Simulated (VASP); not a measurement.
# CdS (P6_3mc) in VASP: further runs

Aim: see how the results for CdS move with the level of theory and the settings. Levels: PBE, PBEsol. Tasks: dielectric tensor, vibrations by perturbation theory.

Everything below comes from runs of VASP 6.6.1. Logs are shortened: lines on timing, memory, paths and dates and some standing lists are left out, and cuts for length are marked.

### 1 The cell of the first run

Symmetry: P6_3mc, No. 186, hexagonal system. Conventional cell: a = 4.165 Å, b = 4.165 Å, c = 6.766 Å, α = 90.00°, β = 90.00°, γ = 120.00°. Cd (site symmetry 3m) has 4 S at 2.54 to 2.55 Å within 3.4 Å. Within 3.4 Å of S (site symmetry 3m) lie 4 Cd at 2.54 to 2.55 Å.

### 2 Dielectric tensor, PBE

The input, INCAR:

```
SYSTEM = CdS
ALGO = Normal ; EDIFF = 1E-8
ENCUT = 520 ; GGA = PE
ISIF = 2 ; ISMEAR = 0
LASPH = .TRUE. ; LCHARG = .FALSE.
LEPSILON = .TRUE. ; LREAL = .FALSE.
LWAVE = .FALSE. ; NELM = 80
PREC = Accurate ; SIGMA = 0.01
```

The input, KPOINTS:

```
k-points
0
G
  6 6 4
  0 0 0
```

The input, POSCAR:

```
CdS
1.0
    4.1646212874      0.0000000000      0.0000000000
   -2.0823106437      3.6066678320      0.0000000000
    0.0000000000      0.0000000000      6.7659752894
Cd S
2 2
Direct
    0.3333333333      0.6666666667     -0.0009650946
    0.6666666667      0.3333333333      0.4990349054
    0.3333333333      0.6666666667      0.3759650946
    0.6666666667      0.3333333333      0.8759650946
```

Potentials or basis: VASP PAW PBE potentials, release 64 (Cd, S).

Launch:

```bash
$ cat potpaw_PBE.64/Cd/POTCAR potpaw_PBE.64/S/POTCAR > POTCAR
$ mpirun -np 1 vasp_std > vasp.out
```

OUTCAR:

```text
SYSTEM = CdS
   EDIFF = 1E-8
   ENCUT = 520
   GGA = PE
   ISIF = 2
   ISMEAR = 0
   LASPH = .TRUE.
   LEPSILON = .TRUE.
   LREAL = .FALSE.
   NELM = 80
   PREC = Accurate

 ion  position               nearest neighbor table
   1  0.333  0.667  0.999-   4 2.54   4 2.54   4 2.54   3 2.55
   2  0.667  0.333  0.499-   3 2.54   3 2.54   3 2.54   4 2.55
   3  0.333  0.667  0.376-   2 2.54   2 2.54   2 2.54   1 2.55
   4  0.667  0.333  0.876-   1 2.54   1 2.54   1 2.54   2 2.55

  LATTYP: Found a hexagonal cell.
 ALAT       =     4.1646212874
 C/A-ratio  =     1.6246315865

  Lattice vectors:

 A1 = (   4.1646212874,   0.0000000000,   0.0000000000)
 A2 = (  -2.0823106437,   3.6066678320,   0.0000000000)
 A3 = (   0.0000000000,   0.0000000000,   6.7659752894)

Analysis of symmetry for initial positions (statically):
=====================================================================
 Subroutine PRICEL returns:
 Original cell was already a primitive cell.

 Routine SETGRP: Setting up the symmetry group for a
 hexagonal supercell.

 Subroutine GETGRP returns: Found 12 space group operations
 (whereof  6 operations were pure point group operations)
 out of a pool of 24 trial point group operations.

The static configuration has the point symmetry C_3v.
 The point group associated with its full space group is C_6v.

Analysis of symmetry for dynamics (positions and initial velocities):
=====================================================================
 Subroutine PRICEL returns:
 Original cell was already a primitive cell.

 Routine SETGRP: Setting up the symmetry group for a
 hexagonal supercell.

 Subroutine GETGRP returns: Found 12 space group operations
 (whereof  6 operations were pure point group operations)
 out of a pool of 24 trial point group operations.

The dynamic configuration has the point symmetry C_3v.
 The point group associated with its full space group is C_6v.

 Subroutine INISYM returns: Found 12 space group operations
 (whereof  6 operations are pure point group operations),
 and found     1 'primitive' translations

----------------------------------------------------------------------------------------

                                     Primitive cell

  volume of cell :     101.6277

  direct lattice vectors                    reciprocal lattice vectors
     4.164621287  0.000000000  0.000000000     0.240117872  0.138632118  0.000000000
    -2.082310644  3.606667832  0.000000000     0.000000000  0.277264236  0.000000000
     0.000000000  0.000000000  6.765975289     0.000000000  0.000000000  0.147798352

  length of vectors
     4.164621287  4.164621287  6.765975289     0.277264236  0.277264236  0.147798352

  position of ions in fractional coordinates (direct lattice)
     0.333333333  0.666666667  0.999034905
     0.666666667  0.333333333  0.499034905
     0.333333333  0.666666667  0.375965095
     0.666666667  0.333333333  0.875965095

  ion indices of the primitive-cell ions
   primitive index   ion index
                 1           1
                 2           2
                 3           3
                 4           4

----------------------------------------------------------------------------------------

 KPOINTS: k-points

Automatic generation of k-mesh.
 Grid dimensions read from file:
 generate k-points for:    6    6    4

 Generating k-lattice:

  Cartesian coordinates                     Fractional coordinates (reciprocal lattice)
     0.040019645  0.023105353  0.000000000     0.166666667  0.000000000  0.000000000
     0.000000000  0.046210706  0.000000000     0.000000000  0.166666667  0.000000000
[... 79 lines left out ...]
   GGA     = PE    functional components
   LHFCALC =     F    Hartree Fock is set to
   AEXX    =    0.0000 exact exchange contribution
   IVDW    =     0    specifies the selected vdW correction
   LEPSILON=     T    determine dielectric tensor
   LRPA    =     F    only Hartree local field effects (RPA)
 non-spin polarized calculation
 Gauss-broadening in eV      SIGMA  =   0.01
  energy-cutoff  :      520.00
  volume of cell :      101.63
 maximum number of plane-waves:      2786
 NGX is ok and might be reduce to    32
   NGX = 15   NGY = 15   NGZ = 25

--------------------------------------- Ionic step        1  -------------------------------------------

 number of electron      35.9999998 magnetization

 E-fermi :   1.2044     XC(G=0):  -9.0318

 val. band max:        1.1101609053   @ k =   0.0000   0.0000   0.0000
 cond. band min:       2.2845023048   @ k =   0.0000   0.0000   0.0000
 fundamental gap:      1.1743413994
 Fermi energy:         1.2044273856

 k-point     1 :       0.0000    0.0000    0.0000
  band No.  band energies     occupation
      1     -11.1174      2.00000
      2     -10.7067      2.00000
      3      -6.5128      2.00000
      4      -6.5077      2.00000
      5      -6.5077      2.00000
      6      -6.4283      2.00000
[... 514 lines left out ...]
     21       7.2353      0.00000
     22       7.2353      0.00000

  FORCE on cell =-STRESS in cart. coord.  units (eV):
  Direction    XX          YY          ZZ          XY          YZ          ZX
  --------------------------------------------------------------------------------------
  -------------------------------------------------------------------------------------
  Total        1.0722695      1.0722695      1.1108437      0.0000000      0.0000000      0.0000000
  in kB       16.9045054     16.9045054     17.5126340      0.0000000      0.0000000      0.0000000
  external PRESSURE =      17.1072149 kB  Pullay stress =       0.0000000 kB

 VOLUME and BASIS-vectors are now :
 -----------------------------------------------------------------------------
  energy-cutoff  :      520.00
  volume of cell :      101.63
      direct lattice vectors                 reciprocal lattice vectors
     4.164621287  0.000000000  0.000000000     0.240117872  0.138632118  0.000000000
    -2.082310644  3.606667832  0.000000000     0.000000000  0.277264236  0.000000000
     0.000000000  0.000000000  6.765975289     0.000000000  0.000000000  0.147798352

 POSITION                                       TOTAL-FORCE (eV/Angst)
 -----------------------------------------------------------------------------------
     -0.00000      2.40445      6.75945         0.000000     -0.000000      0.002012
      2.08231      1.20222      3.37646         0.000000      0.000000      0.002012
     -0.00000      2.40445      2.54377        -0.000000      0.000000     -0.002012
      2.08231      1.20222      5.92676         0.000000     -0.000000     -0.002012
 -----------------------------------------------------------------------------------
    total drift:                               -0.000000     -0.000000     -0.001040

  FREE ENERGIE OF THE ION-ELECTRON SYSTEM (eV)
  ---------------------------------------------------
  free  energy   TOTEN  =       -12.2814884098 eV

  energy  without entropy=      -12.2814884098  energy(sigma->0) =      -12.28148841

 HEAD OF MICROSCOPIC STATIC DIELECTRIC TENSOR (INDEPENDENT PARTICLE, excluding Hartree and local field effects)
 ------------------------------------------------------
           7.079087     0.000000     0.000000
           0.000000     7.079087     0.000000
           0.000000     0.000000     6.952737
 ------------------------------------------------------

 Free energy of the ion-electron system (eV)
  ---------------------------------------------------
  ---------------------------------------------------
  free energy    TOTEN  =        -1.73703297 eV

  energy without entropy =       -1.73703297

------------------------ aborting loop because EDIFF is reached ----------------------------------------

--------------------------------------- Ionic step        2  -------------------------------------------

------------------------ aborting loop because EDIFF is reached ----------------------------------------

--------------------------------------- Ionic step        3  -------------------------------------------

 Free energy of the ion-electron system (eV)
  ---------------------------------------------------
  ---------------------------------------------------
  free energy    TOTEN  =        -1.70562268 eV

  energy without entropy =       -1.70562268

------------------------ aborting loop because EDIFF is reached ----------------------------------------

 PIEZOELECTRIC TENSOR FIELD DIRECTION 3  (e Angst)
 -----------------------------------------------------------------------------
     2.18211  0.00000  0.00000           ( -0.02083  0.00000  0.00000)
     0.00000  2.18211 -0.00000           (  0.00000 -0.02083 -0.00000)
     0.00000 -0.00000 -4.44428           (  0.00000 -0.00000  0.04083)

 PIEZOELECTRIC TENSOR FIELD DIRECTION 3  (C/m^2)
 -----------------------------------------------------------------------------
     0.34401  0.00000  0.00000
     0.00000  0.34401 -0.00000
     0.00000 -0.00000 -0.70065

 MACROSCOPIC STATIC DIELECTRIC TENSOR (including local field effects in DFT)
 ------------------------------------------------------
           6.745551    -0.000000     0.000000
           0.000000     6.745551     0.000000
          -0.000000     0.000000     6.641794
 ------------------------------------------------------

 PIEZOELECTRIC TENSOR (including local field effects)  for field in x, y, z        (e  Angst)
          XX          YY          ZZ          XY          YZ          ZX
  --------------------------------------------------------------------------------
  x     0.00000     0.00000     0.00000     0.00000     0.00000     2.23462
  y     0.00000     0.00000     0.00000     0.00000     2.23462     0.00000
  z     2.18211     2.18211    -4.44428     0.00000     0.00000     0.00000

 PIEZOELECTRIC TENSOR (including local field effects)  for field in x, y, z        (C/m^2)
          XX          YY          ZZ          XY          YZ          ZX
  --------------------------------------------------------------------------------
  x     0.00000     0.00000     0.00000     0.00000     0.00000     0.35229
  y     0.00000     0.00000     0.00000     0.00000     0.35229     0.00000
  z     0.34401     0.34401    -0.70065     0.00000     0.00000     0.00000

 BORN EFFECTIVE CHARGES (including local field effects) (in |e|, cummulative output)
 ---------------------------------------------------------------------------------
 ion    1
    1     2.21202     0.00000     0.00000
    2     0.00000     2.21202     0.00000
    3     0.00000    -0.00000     2.27129
 ion    2
    1     2.21202     0.00000     0.00000
    2     0.00000     2.21202     0.00000
    3     0.00000     0.00000     2.27129
 ion    3
    1    -2.21202     0.00000     0.00000
    2    -0.00000    -2.21202    -0.00000
    3     0.00000     0.00000    -2.27129
 ion    4
    1    -2.21202     0.00000     0.00000
    2     0.00000    -2.21202     0.00000
    3     0.00000    -0.00000    -2.27129
```

Wall time 4 min (1 thread of Intel Xeon 6975P-C (Granite Rapids), shared host); peak memory 0.43 GiB.

Results:

| Quantity | Value |
| --- | --- |
| Band gap on the k mesh | 1.17 eV |
| Electronic dielectric tensor (diagonal) | 6.75, 6.75, 6.64 |
| Born charges (mean of the diagonal) | Cd +2.23; S -2.23 e |

Electronic dielectric tensor:
```
6.75 0.00 0.00
0.00 6.75 0.00
0.00 0.00 6.64
```

Born effective charge tensors (e):
atom 1, Cd
```
2.21 0.00 0.00
0.00 2.21 0.00
0.00 0.00 2.27
```
atom 2, Cd
```
2.21 0.00 0.00
0.00 2.21 0.00
0.00 0.00 2.27
```
atom 3, S
```
-2.21  0.00  0.00
 0.00 -2.21  0.00
 0.00  0.00 -2.27
```
atom 4, S
```
-2.21  0.00  0.00
 0.00 -2.21  0.00
 0.00  0.00 -2.27
```

As with any semilocal functional, this PBE gap is likely too small.

[end of part 1 of 2]
